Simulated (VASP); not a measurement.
Here is a VASP 6.6.1 calculation.

The input INCAR:

```
  PREC = Accurate
  ENCUT = 520
  EDIFF = 1E-6
  ISMEAR = 0
  SIGMA = 0.1
  LREAL = F
  LASPH = T
  NELM = 60
  ALGO = Normal
  ISIF = 2
  LWAVE = F
  LCHARG = F
  GGA = PE
  NBANDS = 23
```

KPOINTS

```
Automatic mesh
0
Gamma
  12 12 10
```

The input POSCAR:

```
ZrB
1.0
    2.3539685041      2.3539685041      0.0000000000
   -2.3539685041      2.3539685041      0.0000000000
    0.0000000000      0.0000000000      4.9726626727
Zr B
2 2
Direct
    0.0000000000      0.0000000000      0.0000000000
    0.5000000000      0.5000000000      0.5000000000
    0.5000000000      0.5000000000      0.0000000000
    0.0000000000      0.0000000000      0.5000000000
```

Potentials or basis: VASP PAW PBE potentials, release 64 (Zr_sv, B).

Command:

```sh
$ cat potpaw_PBE.64/Zr_sv/POTCAR potpaw_PBE.64/B/POTCAR > POTCAR
$ mpirun -np 1 vasp_std > vasp.out
```

Q: Predict the band gap on the k mesh.

A: Zero (bands 15 and 16 overlap by 3.23 eV).

Q: Estimate the pressure.

A: 13.4 GPa.

Stress tensor (GPa, compression positive):
```
20.06  0.00  0.00
 0.00 20.06  0.00
 0.00  0.00  0.08
```

Caveat: the cell differs from its parent crystal (biaxial strain in the a-b plane: -4.0 %, then relaxed in part); the cell stands under pressure.
